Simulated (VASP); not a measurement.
A run of VASP 6.6.1:

INCAR

```
SYSTEM = FeO
PREC = Accurate
ENCUT = 520
EDIFF = 1E-6
ISMEAR = -1
SIGMA = 0.05
LREAL = .FALSE.
LASPH = .TRUE.
NELM = 150
ALGO = Normal
ISIF = 2
LWAVE = .FALSE.
LCHARG = .FALSE.
ISPIN = 2
MAGMOM = 3 0
LORBIT = 11
LMAXMIX = 4
GGA = CA
NBANDS = 18
```

KPOINTS

```
Automatic mesh
0
G
  11 11 11
  0 0 0
```

The input POSCAR:

```
FeO
1.0
    0.0000000000      2.1976734774      2.1976734774
    2.1976734774      0.0000000000      2.1976734774
    2.1976734774      2.1976734774      0.0000000000
Fe O
1 1
Direct
    0.0000000000      0.0000000000      0.0000000000
    0.5000000000      0.5000000000      0.5000000000
```

Potentials or basis: VASP PAW LDA potentials, release 64 (Fe, O).

Run with:

```console
$ cat potpaw_LDA.64/Fe/POTCAR potpaw_LDA.64/O/POTCAR > POTCAR
$ mpirun -np 1 vasp_std > vasp.out
```

Hardware: 1 thread of Intel(R) Xeon(R) Platinum 8488C (Sapphire Rapids) (shared host).

Question: How long does it take, and how much memory?

Answer: Wall time 29 s on 1 thread of Intel(R) Xeon(R) Platinum 8488C (Sapphire Rapids), on a shared host, peak memory 0.15 GiB. Counts: scf iterations 14, k points 56.
